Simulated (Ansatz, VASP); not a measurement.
**One calculation of NaZnCl3, two programs**

```
CELL_PARAMETERS angstrom
4.85803 0.00000 0.00000
0.00000 4.85803 0.00000
0.00000 0.00000 4.80945
ATOMIC_POSITIONS crystal
Na 0.00000 0.00000 0.00000
Zn 0.50000 0.50000 0.50000
Cl 0.50000 0.50000 0.00000
Cl 0.50000 0.00000 0.50000
Cl 0.00000 0.50000 0.50000
```

Change from the starting cell: uniaxial_z strain -1.0%.

Alike in both runs: task single point; functional PBE; k mesh 6 × 6 × 6; occupations fermi-dirac, width 0.02 eV; no spin polarisation.

```csv
,VASP,Ansatz
version,VASP 6.6.1,Ansatz 0.2.0
potentials or method,"VASP PAW PBE potentials, release 64 (Na_pv, Zn, Cl)","plane waves, PAW"
plane-wave cutoff (eV),520,420
valence electrons in the cell,40,42
```

|  | VASP | Ansatz | Ansatz less VASP |
| --- | --- | --- | --- |
| gap on the k mesh at the Fermi level (eV) | 1.68 | 1.69 | +0.009 |
| pressure (GPa) | 1.8 | 1.8 | -0.02 |
| traceless stress, the component that is largest in VASP (GPa) | 0.28 | 0.27 | -0.006 |

With one functional, cell and mesh, what is left measures potentials, basis and numerics. VASP's potentials hold 40 valence electrons a cell and Ansatz's 42, so a difference there can come from the potentials and not from the codes.
